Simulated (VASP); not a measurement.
Here is a VASP 6.6.1 calculation.

File INCAR:

```
SYSTEM = Y
PREC = Accurate
ENCUT = 520
EDIFF = 1E-6
ISMEAR = -1
SIGMA = 0.05
LREAL = .False.
LASPH = .True.
NELM = 60
ALGO = Normal
ISIF = 2
LWAVE = .False.
LCHARG = .False.
GGA = PE
NBANDS = 18
```

Contents of KPOINTS:

```
regular mesh
0
Gamma
  12 12 12
  0 0 0
```

The input POSCAR:

```
Y
1.0
    0.0000000000      2.5917220623      2.5917220623
    2.5917220623      0.0000000000      2.5917220623
    2.5917220623      2.5917220623      0.0000000000
Y
2
Direct
   -0.1250000000     -0.1250000000     -0.1250000000
    0.1250000000      0.1250000000      0.1250000000
```

Potentials or basis: VASP PAW PBE potentials, release 64 (Y_sv).

Launch:

```sh
$ cat potpaw_PBE.64/Y_sv/POTCAR > POTCAR
$ mpirun -np 1 vasp_std > vasp.out
```

(1) Estimate the pressure.

(2) Predict the band gap on the k mesh.

Answers

(1) 80.9 GPa.

(2) zero (band 11 reaches 7.27 eV, above the bottom of band 12 at 6.35 eV).
